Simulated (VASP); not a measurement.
# Al (Fm-3m) in VASP: single point with PBEsol+D4

Aim: the single point of Al with PBEsol+D4.

Program: VASP 6.6.1. These are calculated values, not measurements. Logs are shortened: lines on timing, memory, paths and dates and some standing lists are left out, and cuts for length are marked.

### 1 The cell of the first run

Symmetry: Fm-3m, No. 225, cubic system. Conventional cell: a = 3.984 Å, b = 3.984 Å, c = 3.984 Å, α = 90.00°, β = 90.00°, γ = 90.00°. Al (site symmetry m-3m) has 12 Al at 2.82 Å within 3.7 Å.

### 2 Single point, PBEsol+D4

Input file INCAR:

```
ALGO = Normal
EDIFF = 1E-6
ENCUT = 500
GGA = PS
GGA_COMPAT = False
ISIF = 2
ISMEAR = 0
IVDW = 13
LASPH = True
LCHARG = True
LELF = True
LREAL = False
LVHAR = True
LWAVE = False
NBANDS = 8
NELM = 120
PREC = Accurate
SIGMA = 0.1
```

Input file KPOINTS:

```
k-points
0
Gamma
  18 18 18
```

Input file POSCAR:

```
Al
1.0
    0.0000000000      1.9918967170      1.9918967170
    1.9918967170      0.0000000000      1.9918967170
    1.9918967170      1.9918967170      0.0000000000
Al
1
Direct
    0.0000000000      0.0000000000      0.0000000000
```

Potentials or basis: VASP PAW PBE potentials, release 64 (Al).

On the command line:

```console
cat potpaw_PBE.64/Al/POTCAR > POTCAR
mpirun -np 1 vasp_std > vasp.out
```

OUTCAR:

```text
EDIFF = 1E-6
   ENCUT = 500
   GGA = PS
   ISIF = 2
   ISMEAR = 0
   IVDW = 13
   LASPH = True
   LREAL = False
   NELM = 120
   PREC = Accurate

 ion  position               nearest neighbor table
   1  0.000  0.000  0.000-

  LATTYP: Found a face centered cubic cell.
 ALAT       =     3.9837934340

  Lattice vectors:

 A1 = (   0.0000000000,   1.9918967170,   1.9918967170)
 A2 = (   1.9918967170,   0.0000000000,   1.9918967170)
 A3 = (   1.9918967170,   1.9918967170,   0.0000000000)

Analysis of symmetry for initial positions (statically):
=====================================================================
 Subroutine PRICEL returns:
 Original cell was already a primitive cell.

 Routine SETGRP: Setting up the symmetry group for a
 face centered cubic supercell.

 Subroutine GETGRP returns: Found 48 space group operations
 (whereof 48 operations were pure point group operations)
 out of a pool of 48 trial point group operations.

The static configuration has the point symmetry O_h .

Analysis of symmetry for dynamics (positions and initial velocities):
=====================================================================
 Subroutine PRICEL returns:
 Original cell was already a primitive cell.

 Routine SETGRP: Setting up the symmetry group for a
 face centered cubic supercell.

 Subroutine GETGRP returns: Found 48 space group operations
 (whereof 48 operations were pure point group operations)
 out of a pool of 48 trial point group operations.

The dynamic configuration has the point symmetry O_h .

 Subroutine INISYM returns: Found 48 space group operations
 (whereof 48 operations are pure point group operations),
 and found     1 'primitive' translations

----------------------------------------------------------------------------------------

                                     Primitive cell

  volume of cell :      15.8063

  direct lattice vectors                    reciprocal lattice vectors
     0.000000000  1.991896717  1.991896717    -0.251017031  0.251017031  0.251017031
     1.991896717  0.000000000  1.991896717     0.251017031 -0.251017031  0.251017031
     1.991896717  1.991896717  0.000000000     0.251017031  0.251017031 -0.251017031

  length of vectors
     2.816967352  2.816967352  2.816967352     0.434774251  0.434774251  0.434774251

  position of ions in fractional coordinates (direct lattice)
     0.000000000  0.000000000  0.000000000

  ion indices of the primitive-cell ions
   primitive index   ion index
                 1           1

----------------------------------------------------------------------------------------

 KPOINTS: k-points

Automatic generation of k-mesh.
 Grid dimensions read from file:
 generate k-points for:   18   18   18

 Generating k-lattice:

  Cartesian coordinates                     Fractional coordinates (reciprocal lattice)
    -0.013945391  0.013945391  0.013945391     0.055555556  0.000000000  0.000000000
     0.013945391 -0.013945391  0.013945391     0.000000000  0.055555556  0.000000000
     0.013945391  0.013945391 -0.013945391     0.000000000  0.000000000  0.055555556

  Length of vectors
     0.024154125  0.024154125  0.024154125

  Shift w.r.t. Gamma in fractional coordinates (k-lattice)
     0.000000000  0.000000000  0.000000000

 Subroutine IBZKPT returns following result:
 ===========================================

 Found    195 irreducible k-points:

 Following reciprocal coordinates:
            Coordinates               Weight
  0.000000  0.000000  0.000000      1.000000
  0.055556  0.000000  0.000000      8.000000
  0.111111  0.000000  0.000000      8.000000
  0.166667  0.000000  0.000000      8.000000
  0.222222  0.000000  0.000000      8.000000
  0.277778  0.000000  0.000000      8.000000
[... 16 lines left out ...]
 -0.277778  0.055556  0.000000     24.000000
 -0.222222  0.055556  0.000000     24.000000
 [... further k-points ...]
   k-points           NKPTS =    195   k-points in BZ     NKDIM =    195   number of bands    NBANDS=      8
   number of dos      NEDOS =    301   number of ions     NIONS =      1
   total plane-waves  NPLWV =  13824
   dimension x,y,z NGX =    24 NGY =   24 NGZ =   24
   dimension x,y,z NGXF=    48 NGYF=   48 NGZF=   48
   ions per type =               1
   NGX,Y,Z   is equivalent  to a cutoff of  14.16, 14.16, 14.16 a.u.
   NGXF,Y,Z  is equivalent  to a cutoff of  28.33, 28.33, 28.33 a.u.
 SYSTEM =  unknown system
   PREC   = accura    normal or accurate (medium, high low for compatibility)
   ISTART =      0    job   : 0-new  1-cont  2-samecut
   ICHARG =      2    charge: 1-file 2-atom 10-const
   ISPIN  =      1    spin polarized calculation?
   LNONCOLLINEAR =      F non collinear calculations
   LSORBIT =      F    spin-orbit coupling
   LASPH  =      T    aspherical Exc in radial PAW
   ENCUT  =  500.0 eV  36.75 Ry    6.06 a.u.   5.14  5.14  5.14*2*pi/ulx,y,z
   NELM   =    120;   NELMIN=  2; NELMDL= -5     # of ELM steps
   EDIFF  = 0.1E-05   stopping-criterion for ELM
   LREAL  =      F    real-space projection
[... 7 lines left out ...]
   TEBEG  =    0.0;   TEEND  =   0.0 temperature during run
   PSTRESS=    0.0 pullay stress
   NELECT =       3.0000    total number of electrons
   NUPDOWN=      -1.0000    fix difference up-down
   EMIN   =  10.00;   EMAX   =-10.00  energy-range for DOS
   EFERMI =   0.00;   METHOD = LEGACY
   ISMEAR =     0;   SIGMA  =   0.10  broadening in eV -4-tet -1-fermi 0-gaus
   EFERMI_NEDOS =   21; number of points for ismear=-14 and -15
   IALGO  =     38    algorithm
   IMIX   =      4    mixing-type and parameters
     AMIX     =   0.40;   BMIX     =  1.00
     AMIX_MAG =   1.60;   BMIX_MAG =  1.00
  volume/ion in A,a.u.               =      15.81       106.67
  Fermi-wavevector in a.u.,A,eV,Ry     =   0.940817  1.777886 12.043012  0.885136
  Thomas-Fermi vector in A             =   2.068266
   LORBIT       =      0    0 simple, 1 ext, 2 COOP (PROOUT), +10 PAW based schemes
   GGA     = PS    functional components
   LHFCALC =     F    Hartree Fock is set to
   AEXX    =    0.0000 exact exchange contribution
   IVDW    =    13    specifies the selected vdW correction
   LEPSILON=     F    determine dielectric tensor
   LRPA    =     F    only Hartree local field effects (RPA)
 non-spin polarized calculation
 Gauss-broadening in eV      SIGMA  =   0.10
  energy-cutoff  :      500.00
  volume of cell :       15.81
 maximum number of plane-waves:       415
 NGX is ok and might be reduce to    24
   NGX = 11   NGY = 11   NGZ = 11

 number of electron       3.0000000 magnetization

 Free energy of the ion-electron system (eV)
  ---------------------------------------------------
  ext. energy  EPLUGINS =         0.00000000
  ---------------------------------------------------
  free energy    TOTEN  =        -4.08821885 eV

  energy without entropy =       -4.08528322  energy(sigma->0) =       -4.08675103

 E-fermi :   8.3969     XC(G=0): -10.4144

 val. band max:        8.3732839796   @ k =   0.5000   0.4444   0.0556
 cond. band min:       8.3973169524   @ k =  -0.4444   0.3333   0.1111
 fundamental gap:      0.0240329728
 Fermi energy:         8.3969398235

 k-point     1 :       0.0000    0.0000    0.0000
  band No.  band energies     occupation
      1      -3.0254      2.00000
      2      21.2386      0.00000
      3      21.2386      0.00000
      4      21.2386      0.00000
      5      23.0610      0.00000
      6      23.0610      0.00000
      7      23.0610      0.00000
      8      25.2051      0.00000

 k-point     2 :       0.0556    0.0000    0.0000
  band No.  band energies     occupation
      1      -2.9390      2.00000
      2      19.7492      0.00000
      3      20.9645      0.00000
      4      20.9645      0.00000
      5      23.4716      0.00000
      6      23.4716      0.00000
      7      23.5703      0.00000
      8      26.1243      0.00000

 k-point     3 :       0.1111    0.0000    0.0000
  band No.  band energies     occupation
      1      -2.6804      2.00000
      2      17.4882      0.00000
      3      20.4798      0.00000
      4      20.4798      0.00000
      5      23.5965      0.00000
      6      24.3400      0.00000
      7      24.3400      0.00000
      8      26.6961      0.00000

 k-point     4 :       0.1667    0.0000    0.0000
  band No.  band energies     occupation
      1      -2.2506      2.00000
      2      15.2020      0.00000
      3      20.0431      0.00000
      4      20.0431      0.00000
      5      23.4128      0.00000
      6      24.9439      0.00000
      7      24.9439      0.00000
      8      26.0367      0.00000

 k-point     5 :       0.2222    0.0000    0.0000
  band No.  band energies     occupation
      1      -1.6510      2.00000
      2      12.9912      0.00000
      3      19.7184      0.00000
      4      19.7184      0.00000
      5      23.2266      0.00000
      6      24.0741      0.00000
      7      24.0741      0.00000
      8      27.0678      0.00000
[... 177 lines left out ...]
 k-point    22 :      -0.3333    0.0556    0.0000
  band No.  band energies     occupation
      1       0.4686      2.00000
      2       8.3501      1.49228
      3      17.7592      0.00000
      4      20.6876      0.00000
      5      20.7678      0.00000
      6      22.2290      0.00000
      7      23.8182      0.00000
      8      26.7603      0.00000

 k-point    23 :      -0.2778    0.0556    0.0000
  band No.  band energies     occupation
      1      -0.5164      2.00000
      2      10.2798      0.00000
      3      17.7781      0.00000
      4      20.7270      0.00000
      5      21.6263      0.00000
      6      23.1070      0.00000
      7      23.7778      0.00000
      8      27.5697      0.00000

 k-point    24 :      -0.2222    0.0556    0.0000
  band No.  band energies     occupation
      1      -1.3381      2.00000
      2      12.3350      0.00000
      3      17.9435      0.00000
      4      20.8593      0.00000
      5      22.6495      0.00000
      6      23.7484      0.00000
      7      24.2048      0.00000
      8      26.4378      0.00000

 [... further k-points ...]

------------------------ aborting loop because EDIFF is reached ----------------------------------------

  DFT-D4 for vdW energy calculation

  Edisp (eV):   -0.20837

  FORCE on cell =-STRESS in cart. coord.  units (eV):
  Direction    XX          YY          ZZ          XY          YZ          ZX
  --------------------------------------------------------------------------------------
  -------------------------------------------------------------------------------------
  Total       0.00663     0.00663     0.00663    -0.00000     0.00000     0.00000
  in kB       0.67187     0.67187     0.67187    -0.00000     0.00000     0.00000
  external pressure =        0.67 kB  Pullay stress =        0.00 kB

 VOLUME and BASIS-vectors are now :
 -----------------------------------------------------------------------------
  energy-cutoff  :      500.00
  volume of cell :       15.81
      direct lattice vectors                 reciprocal lattice vectors
     0.000000000  1.991896717  1.991896717    -0.251017031  0.251017031  0.251017031
     1.991896717  0.000000000  1.991896717     0.251017031 -0.251017031  0.251017031
     1.991896717  1.991896717  0.000000000     0.251017031  0.251017031 -0.251017031

 POSITION                                       TOTAL-FORCE (eV/Angst)
 -----------------------------------------------------------------------------------
      0.00000      0.00000      0.00000        -0.000000     -0.000000     -0.000000
 -----------------------------------------------------------------------------------
    total drift:                               -0.000000      0.000000     -0.000000

  FREE ENERGIE OF THE ION-ELECTRON SYSTEM (eV)
  ---------------------------------------------------
  free  energy   TOTEN  =        -4.2965907834 eV

  energy  without entropy=       -4.2936551524  energy(sigma->0) =       -4.29512297
```

Run time: 28 s. Hardware: 1 thread of Intel Xeon 8259CL, shared host; peak memory 0.14 GiB.

What came out:

* Free energy: -4.2966 eV
* Pressure: 0.1 GPa
* Dispersion energy per atom: -0.208 eV

Caveat: the PAW data sets were made with another functional, which shifts forces and pressure a little; pairwise dispersion overbinds metals, which lowers pressure and volume.
